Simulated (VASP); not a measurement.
Wanted: the native input for a VASP 6.6.1 run.

* Task: single point
* Functional: PBEsol
* Potentials or basis: VASP PAW PBE potentials, release 64 (C)
* Cutoff: 520 eV
* k mesh: 24 × 24 × 6
* Occupations: gaussian, width 0.15 eV
* Spin: no spin polarisation
* Dipole correction: no
* Further INCAR settings: ALGO = Normal; EDIFF = 1e-06; NBANDS = 11

The structure of C lies in POSCAR:

```
C
1.0
    2.4561701622      0.0000000000      0.0000000000
   -1.2280850811      2.2866386882      0.0000000000
    0.0000000000      0.0000000000      8.5238033600
C
2
Direct
    0.3333333333      0.6666666667      0.0000000000
    0.6666666667      0.3333333333      0.0000000000
```

This cell differs from its parent crystal: strain +0.0750 x Voigt [0, 1, 0, 0, 0, 0].

These files were run (other wordings do the same):

INCAR

```
SYSTEM = C
PREC = Accurate
ENCUT = 520
EDIFF = 1E-6
ISMEAR = 0
SIGMA = 0.15
LREAL = .FALSE.
LASPH = .TRUE.
NELM = 80
ALGO = Normal
ISIF = 2
LWAVE = .FALSE.
LCHARG = .FALSE.
GGA = PS
NBANDS = 11
```

KPOINTS

```
Automatic mesh
0
G
  24 24 6
  0 0 0
```

Potentials or basis: VASP PAW PBE potentials, release 64 (C).

Run with:

```bash
$ cat potpaw_PBE.64/C/POTCAR > POTCAR
$ mpirun -np 1 vasp_std > vasp.out
```

It gave:

* Largest force: 0.185 eV/Å

Caveat: the cell differs from its parent crystal (strain +0.0750 x Voigt [0, 1, 0, 0, 0, 0]); the PAW data sets were made with another functional, which shifts forces and pressure a little.

Wall time 110 s on 1 thread of Intel(R) Xeon(R) 6975P-C (Granite Rapids) (shared host), peak memory 0.36 GiB.
